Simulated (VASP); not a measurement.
# C (a cell with a defect) in VASP: further runs

The runs below take C (a cell with a defect) through single point, with PBEsol.

Program: VASP 6.6.1. These are calculated values, not measurements. Logs are shortened: lines on timing, memory, paths and dates and some standing lists are left out, and cuts for length are marked.

## (1) The cell of the first run

The cell holds a defect, 63 atoms: a = 7.140 Å, b = 7.140 Å, c = 7.140 Å, α = 90.00°, β = 90.00°, γ = 90.00°.

## (2) Single point, PBEsol

Contents of INCAR:

```
SYSTEM = C
ALGO     = Normal         ! electronic algorithm
EDIFF    = 1E-6           ! SCF threshold, eV
ENCUT    = 520            ! plane-wave cutoff, eV
GGA      = PS             ! functional
ISIF     = 2              ! what is computed and relaxed
ISMEAR   = 0              ! smearing method
LASPH    = .TRUE.         ! aspherical terms in the spheres
LCHARG   = .FALSE.        ! write CHGCAR
LREAL    = Auto         
LWAVE    = .FALSE.        ! write WAVECAR
NBANDS   = 163            ! bands
NELECT   = 254.0        
NELM     = 100            ! most SCF steps
PREC     = Accurate       ! precision mode
SIGMA    = 0.05           ! smearing width, eV
```

Contents of KPOINTS:

```
k-points
0
G
  2 2 2
  0 0 0
```

Contents of POSCAR:

```
C
1.0
    7.1400000000      0.0000000000      0.0000000000
    0.0000000000      7.1400000000      0.0000000000
    0.0000000000      0.0000000000      7.1400000000
C
63
Direct
    0.4991673947     -0.0007646672      0.0008326053
    0.6255495780      0.1244504220      0.1254527773
    0.7507646672      0.2508326053      0.0008326053
    0.8750000000      0.3750000000      0.1250000000
    0.7506703522     -0.0006703522      0.2512072783
    0.8769865567      0.1231214334      0.3768785666
   -0.0006703522     -0.0006703522     -0.0012072783
    0.1244504220      0.1244504220      0.1245472227
    0.2496100211      0.2496100211     -0.0003899789
    0.3750000000      0.3750000000      0.1250000000
    0.5003899789      0.5003899789     -0.0003899789
    0.6255495780      0.6255495780      0.1245472227
    0.7506703522      0.7506703522     -0.0012072783
    0.8750000000      0.8750000000      0.1250000000
    0.2508326053     -0.0007646672      0.2491673947
    0.3754527773      0.1244504220      0.3755495780
    0.5003899789      0.2496100211      0.2503899789
    0.6255495780      0.3745472227      0.3755495780
    0.7507646672      0.4991673947      0.2491673947
    0.8730134433      0.6268785666      0.3768785666
    0.5012072783     -0.0006703522      0.5006703522
    0.6268785666      0.1231214334      0.6269865567
    0.7506703522      0.2487927217      0.5006703522
    0.8750000000      0.3750000000      0.6250000000
    0.7415934775      0.0084065225      0.7584065225
    0.8730134433      0.1231214334      0.8731214334
   -0.0007646672      0.4991673947      0.0008326053
    0.1244504220      0.6255495780      0.1254527773
    0.2508326053      0.7507646672      0.0008326053
    0.3750000000      0.8750000000      0.1250000000
   -0.0007646672      0.2508326053      0.2491673947
    0.1244504220      0.3754527773      0.3755495780
    0.2496100211      0.5003899789      0.2503899789
    0.3745472227      0.6255495780      0.3755495780
    0.4991673947      0.7507646672      0.2491673947
    0.6268785666      0.8730134433      0.3768785666
    0.0084065225      0.0084065225      0.4915934775
    0.1231214334      0.1231214334      0.6230134433
    0.2508326053      0.2508326053      0.5007646672
    0.3750000000      0.3750000000      0.6250000000
    0.4991673947      0.4991673947      0.5007646672
    0.6268785666      0.6268785666      0.6230134433
    0.7415934775      0.7415934775      0.4915934775
    0.2487927217     -0.0006703522      0.7493296478
    0.3745472227      0.1244504220      0.8744504220
    0.4991673947      0.2508326053      0.7492353328
    0.6255495780      0.3754527773      0.8744504220
    0.7506703522      0.5012072783      0.7493296478
    0.8769865567      0.6268785666      0.8731214334
   -0.0006703522      0.7506703522      0.2512072783
    0.1231214334      0.8769865567      0.3768785666
   -0.0006703522      0.5012072783      0.5006703522
    0.1231214334      0.6268785666      0.6269865567
    0.2487927217      0.7506703522      0.5006703522
    0.3750000000      0.8750000000      0.6250000000
   -0.0006703522      0.2487927217      0.7493296478
    0.1244504220      0.3745472227      0.8744504220
    0.2508326053      0.4991673947      0.7492353328
    0.3754527773      0.6255495780      0.8744504220
    0.5012072783      0.7506703522      0.7493296478
    0.6268785666      0.8769865567      0.8731214334
    0.0084065225      0.7415934775      0.7584065225
    0.1231214334      0.8730134433      0.8731214334
```

Potentials or basis: VASP PAW PBE potentials, release 64 (C).

Command:

```
$ cat potpaw_PBE.64/C/POTCAR > POTCAR
$ mpirun -np 1 vasp_std > vasp.out
```

OUTCAR:

```text
SYSTEM = C
   EDIFF = 1E-6
   ENCUT = 520
   GGA = PS
   ISIF = 2
   ISMEAR = 0
   LASPH = .TRUE.
   LREAL = Auto
   NELECT = 254.0
   NELM = 100
   PREC = Accurate

 ion  position               nearest neighbor table
   1  0.499  0.999  0.001-  30 1.54   2 1.55  45 1.55  61 1.56
   2  0.626  0.124  0.125-  17 1.55   5 1.55   1 1.55   3 1.55
   3  0.751  0.251  0.001-   4 1.54   2 1.55  47 1.55  26 1.56
   4  0.875  0.375  0.125-   3 1.54  19 1.54  27 1.54  31 1.54
   5  0.751  0.999  0.251-  14 1.55   6 1.55  36 1.55   2 1.55
   6  0.877  0.123  0.377-  37 1.49  23 1.55   5 1.55  31 1.56
[... 40 lines left out ...]
  47  0.626  0.375  0.874-  11 1.55  48 1.55  46 1.55   3 1.55
  48  0.751  0.501  0.749-  24 1.55  49 1.55  42 1.55  47 1.55
  49  0.877  0.627  0.873-  62 1.49  48 1.55  13 1.55  27 1.56
[... 10 lines left out ...]
  60  0.501  0.751  0.749-  55 1.55  61 1.55  42 1.55  59 1.55
  61  0.627  0.877  0.873-  25 1.49  13 1.55  60 1.55   1 1.56
  62  0.008  0.742  0.758-  49 1.49  53 1.49  63 1.49
  63  0.123  0.873  0.873-  62 1.49  44 1.55   7 1.55  29 1.56

  LATTYP: Found a simple cubic cell.
 ALAT       =     7.1400000000

  Lattice vectors:

 A1 = (   7.1400000000,   0.0000000000,   0.0000000000)
 A2 = (   0.0000000000,   7.1400000000,   0.0000000000)
 A3 = (   0.0000000000,   0.0000000000,   7.1400000000)

Analysis of symmetry for initial positions (statically):
=====================================================================
 Subroutine PRICEL returns:
 Original cell was already a primitive cell.

 Routine SETGRP: Setting up the symmetry group for a
 simple cubic supercell.

 Subroutine GETGRP returns: Found 24 space group operations
 (whereof  2 operations were pure point group operations)
 out of a pool of 48 trial point group operations.

The static configuration has the point symmetry C_1h.
 The point group associated with its full space group is T_d .

Analysis of symmetry for dynamics (positions and initial velocities):
=====================================================================
 Subroutine PRICEL returns:
 Original cell was already a primitive cell.

 Routine SETGRP: Setting up the symmetry group for a
 simple cubic supercell.

 Subroutine GETGRP returns: Found 24 space group operations
 (whereof  2 operations were pure point group operations)
 out of a pool of 48 trial point group operations.

The dynamic configuration has the point symmetry C_1h.
 The point group associated with its full space group is T_d .

 Subroutine INISYM returns: Found 24 space group operations
 (whereof  2 operations are pure point group operations),
 and found     1 'primitive' translations

----------------------------------------------------------------------------------------

                                     Primitive cell

  volume of cell :     363.9943

  direct lattice vectors                    reciprocal lattice vectors
     7.140000000  0.000000000  0.000000000     0.140056022  0.000000000  0.000000000
     0.000000000  7.140000000  0.000000000     0.000000000  0.140056022  0.000000000
     0.000000000  0.000000000  7.140000000     0.000000000  0.000000000  0.140056022

  length of vectors
     7.140000000  7.140000000  7.140000000     0.140056022  0.140056022  0.140056022

  position of ions in fractional coordinates (direct lattice)
     0.499167395  0.999235333  0.000832605
     0.625549578  0.124450422  0.125452777
     0.750764667  0.250832605  0.000832605
     0.875000000  0.375000000  0.125000000
     0.750670352  0.999329648  0.251207278
     0.876986557  0.123121433  0.376878567
[... 55 lines left out ...]
     0.008406523  0.741593477  0.758406523
     0.123121433  0.873013443  0.873121433

  ion indices of the primitive-cell ions
   primitive index   ion index
                 1           1
                 2           2
                 3           3
                 4           4
                 5           5
                 6           6
[... 55 lines left out ...]
                62          62
                63          63

----------------------------------------------------------------------------------------

 KPOINTS: k-points

Automatic generation of k-mesh.
 Grid dimensions read from file:
 generate k-points for:    2    2    2

 Generating k-lattice:

  Cartesian coordinates                     Fractional coordinates (reciprocal lattice)
     0.070028011  0.000000000  0.000000000     0.500000000  0.000000000  0.000000000
     0.000000000  0.070028011  0.000000000     0.000000000  0.500000000  0.000000000
     0.000000000  0.000000000  0.070028011     0.000000000  0.000000000  0.500000000

  Length of vectors
     0.070028011  0.070028011  0.070028011

  Shift w.r.t. Gamma in fractional coordinates (k-lattice)
     0.000000000  0.000000000  0.000000000

 Subroutine IBZKPT returns following result:
 ===========================================

 Found      4 irreducible k-points:

 Following reciprocal coordinates:
            Coordinates               Weight
  0.000000  0.000000  0.000000      1.000000
  0.500000  0.000000  0.000000      3.000000
  0.500000  0.500000  0.000000      3.000000
  0.500000  0.500000  0.500000      1.000000
   k-points           NKPTS =      4   k-points in BZ     NKDIM =      4   number of bands    NBANDS=    163
   number of dos      NEDOS =    301   number of ions     NIONS =     63
   total plane-waves  NPLWV = 157464
   dimension x,y,z NGX =    54 NGY =   54 NGZ =   54
   dimension x,y,z NGXF=   108 NGYF=  108 NGZF=  108
   ions per type =              63
   NGX,Y,Z   is equivalent  to a cutoff of  12.57, 12.57, 12.57 a.u.
   NGXF,Y,Z  is equivalent  to a cutoff of  25.15, 25.15, 25.15 a.u.
 SYSTEM =  C
   PREC   = accura    normal or accurate (medium, high low for compatibility)
   ISTART =      0    job   : 0-new  1-cont  2-samecut
   ICHARG =      2    charge: 1-file 2-atom 10-const
   ISPIN  =      1    spin polarized calculation?
   LNONCOLLINEAR =      F non collinear calculations
   LSORBIT =      F    spin-orbit coupling
   LASPH  =      T    aspherical Exc in radial PAW
   ENCUT  =  520.0 eV  38.22 Ry    6.18 a.u.  13.28 13.28 13.28*2*pi/ulx,y,z
   NELM   =    100;   NELMIN=  2; NELMDL= -5     # of ELM steps
   EDIFF  = 0.1E-05   stopping-criterion for ELM
   LREAL  =      T    real-space projection
   EDIFFG = 0.1E-04   stopping-criterion for IOM
   NSW    =      0    number of steps for IOM
   IBRION =     -1    ionic relax: 0-MD 1-quasi-New 2-CG
   NFREE  =      0    steps in history (QN), initial steepest desc. (CG)
   ISIF   =      2    stress and relaxation
   ISYM   =      2    0-nonsym 1-usesym 2-fastsym
   POTIM  = 0.5000    time-step for ionic-motion
   TEBEG  =    0.0;   TEEND  =   0.0 temperature during run
   PSTRESS=    0.0 pullay stress
   NELECT =     254.0000    total number of electrons
   NUPDOWN=      -1.0000    fix difference up-down
   EMIN   =  10.00;   EMAX   =-10.00  energy-range for DOS
   EFERMI =   0.00;   METHOD = LEGACY
   ISMEAR =     0;   SIGMA  =   0.05  broadening in eV -4-tet -1-fermi 0-gaus
   EFERMI_NEDOS =   21; number of points for ismear=-14 and -15
   IALGO  =     38    algorithm
   IMIX   =      4    mixing-type and parameters
     AMIX     =   0.40;   BMIX     =  1.00
     AMIX_MAG =   1.60;   BMIX_MAG =  1.00
  volume/ion in A,a.u.               =       5.78        38.99
  Fermi-wavevector in a.u.,A,eV,Ry     =   1.452071  2.744016 28.688024  2.108510
  Thomas-Fermi vector in A             =   2.569495
   LORBIT       =      0    0 simple, 1 ext, 2 COOP (PROOUT), +10 PAW based schemes
   GGA     = PS    functional components
   LHFCALC =     F    Hartree Fock is set to
   AEXX    =    0.0000 exact exchange contribution
   IVDW    =     0    specifies the selected vdW correction
   LEPSILON=     F    determine dielectric tensor
   LRPA    =     F    only Hartree local field effects (RPA)
 non-spin polarized calculation
 Gauss-broadening in eV      SIGMA  =   0.05
  energy-cutoff  :      520.00
  volume of cell :      363.99
 maximum number of plane-waves:      9808
 NGX is ok and might be reduce to    54
   NGX = 27   NGY = 27   NGZ = 27

 number of electron     253.9999988 magnetization

 Free energy of the ion-electron system (eV)
  ---------------------------------------------------
  ext. energy  EPLUGINS =         0.00000000
  ---------------------------------------------------
  free energy    TOTEN  =      -576.79292512 eV

  energy without entropy =     -576.76217589  energy(sigma->0) =     -576.77755050

 E-fermi :  11.7810     XC(G=0): -13.3721

 val. band max:       11.7705804200   @ k =   0.5000   0.5000   0.0000
 cond. band min:      11.8151805719   @ k =   0.5000   0.5000   0.5000
 fundamental gap:      0.0446001519
 Fermi energy:        11.7809905071

 k-point     1 :       0.0000    0.0000    0.0000
  band No.  band energies     occupation
      1     -12.1151      2.00000
      2      -9.9316      2.00000
      3      -9.9316      2.00000
      4      -9.8457      2.00000
      5      -9.8456      2.00000
      6      -9.8456      2.00000
[... 557 lines left out ...]
    138      15.2017      0.00000
    139      15.2017      0.00000
 [bands above 139 left out]

------------------------ aborting loop because EDIFF is reached ----------------------------------------

  FORCE on cell =-STRESS in cart. coord.  units (eV):
  Direction    XX          YY          ZZ          XY          YZ          ZX
  --------------------------------------------------------------------------------------
  -------------------------------------------------------------------------------------
  Total       19.0971645     19.0971645     19.0971645      0.0000000      0.0000000      0.0000000
  in kB       84.0591193     84.0591193     84.0591193      0.0000000      0.0000000      0.0000000
  external PRESSURE =      84.0591193 kB  Pullay stress =       0.0000000 kB

 VOLUME and BASIS-vectors are now :
 -----------------------------------------------------------------------------
  energy-cutoff  :      520.00
  volume of cell :      363.99
      direct lattice vectors                 reciprocal lattice vectors
     7.140000000  0.000000000  0.000000000     0.140056022  0.000000000  0.000000000
     0.000000000  7.140000000  0.000000000     0.000000000  0.140056022  0.000000000
     0.000000000  0.000000000  7.140000000     0.000000000  0.000000000  0.140056022

 POSITION                                       TOTAL-FORCE (eV/Angst)
 -----------------------------------------------------------------------------------
      3.56406      7.13454      0.00594         0.006696      0.000887     -0.006696
      4.46642      0.88858      0.89573        -0.003439      0.003439     -0.004394
      5.36046      1.79094      0.00594        -0.000887     -0.006696     -0.006696
      6.24750      2.67750      0.89250        -0.000000      0.000000      0.000000
      5.35979      7.13521      1.79362         0.000698     -0.000698      0.005745
      6.26168      0.87909      2.69091        -0.012382      0.019000     -0.019000
[... 55 lines left out ...]
      0.06002      5.29498      5.41502        -0.017420      0.017420     -0.017420
      0.87909      6.23332      6.23409         0.019000      0.012382      0.019000
 -----------------------------------------------------------------------------------
    total drift:                                0.000000      0.000000      0.000000

  FREE ENERGIE OF THE ION-ELECTRON SYSTEM (eV)
  ---------------------------------------------------
  free  energy   TOTEN  =      -576.7929251190 eV

  energy  without entropy=     -576.7621758886  energy(sigma->0) =     -576.77755050
```

It took 4.3 min on 1 thread of AMD EPYC 9R45 (Zen 5), shared host; peak memory 0.44 GiB.

What came out:

```
Free energy   : -576.7929 eV
Largest force : 0.030 eV/Å
```

Forces on the atoms (eV/Å):
```
C    0.007  0.001 -0.007
C   -0.003  0.003 -0.004
C   -0.001 -0.007 -0.007
C    0.000  0.000  0.000
C    0.001 -0.001  0.006
C   -0.012  0.019 -0.019
C   -0.001 -0.001 -0.006
C    0.003  0.003  0.004
C    0.000  0.000  0.000
C    0.000  0.000  0.000
C    0.000  0.000  0.000
C   -0.003 -0.003  0.004
C    0.001  0.001 -0.006
C    0.000  0.000  0.000
C   -0.007  0.001  0.007
C   -0.004  0.003 -0.003
C    0.000  0.000  0.000
C   -0.003  0.004 -0.003
C   -0.001  0.007  0.007
C    0.012 -0.019 -0.019
C    0.006 -0.001  0.001
C   -0.019  0.019 -0.012
C    0.001 -0.006  0.001
C    0.000  0.000  0.000
C    0.017 -0.017 -0.017
C    0.012  0.019  0.019
C    0.001  0.007 -0.007
C    0.003 -0.003 -0.004
C   -0.007 -0.001 -0.007
C    0.000  0.000  0.000
C    0.001 -0.007  0.007
C    0.003 -0.004 -0.003
C    0.000  0.000  0.000
C    0.004 -0.003 -0.003
C    0.007 -0.001  0.007
C   -0.019  0.012 -0.019
C   -0.017 -0.017  0.017
C    0.019  0.019  0.012
C   -0.007 -0.007 -0.001
C    0.000  0.000  0.000
C    0.007  0.007 -0.001
C   -0.019 -0.019  0.012
C    0.017  0.017  0.017
C   -0.006 -0.001 -0.001
C    0.004  0.003  0.003
C    0.007 -0.007  0.001
C   -0.003 -0.004  0.003
C    0.001  0.006 -0.001
C   -0.012 -0.019  0.019
C   -0.001  0.001  0.006
C    0.019 -0.012 -0.019
C   -0.001  0.006  0.001
C    0.019 -0.019 -0.012
C   -0.006  0.001  0.001
C    0.000  0.000  0.000
C   -0.001 -0.006 -0.001
C    0.003  0.004  0.003
C   -0.007  0.007  0.001
C   -0.004 -0.003  0.003
C    0.006  0.001 -0.001
C   -0.019 -0.012  0.019
C   -0.017  0.017 -0.017
C    0.019  0.012  0.019
```

Levels at points of the mesh, in eV from the Fermi level:
| k point | band 123 | band 124 | band 125 | band 126 | band 127 | band 128 | band 129 | band 130 |
| --- | --- | --- | --- | --- | --- | --- | --- | --- |
| (0.00, 0.00, 0.00) | -2.88 | -2.88 | -2.88 | 0.14 | 0.14 | 0.14 | 1.84 | 1.84 |
| (0.50, 0.00, 0.00) | -4.18 | -4.16 | -2.90 | -0.42 | -0.07 | -0.07 | 1.69 | 1.69 |
| (0.50, 0.50, 0.00) | -3.24 | -3.18 | -3.07 | -0.53 | -0.01 | -0.01 | 3.04 | 3.04 |
| (0.50, 0.50, 0.50) | -4.14 | -4.14 | -3.77 | 0.03 | 0.03 | 0.03 | 3.33 | 3.33 |

Caveat: the k points lie up to 0.44 Å⁻¹ apart; the cell carries a net charge on a neutralising background, which shifts energy and pressure; the cell is charged against a uniform background, so pressure and absolute levels hang on convention; the PAW data sets were made with another functional, which shifts forces and pressure a little.

(Part 1 of 2 ends here.)
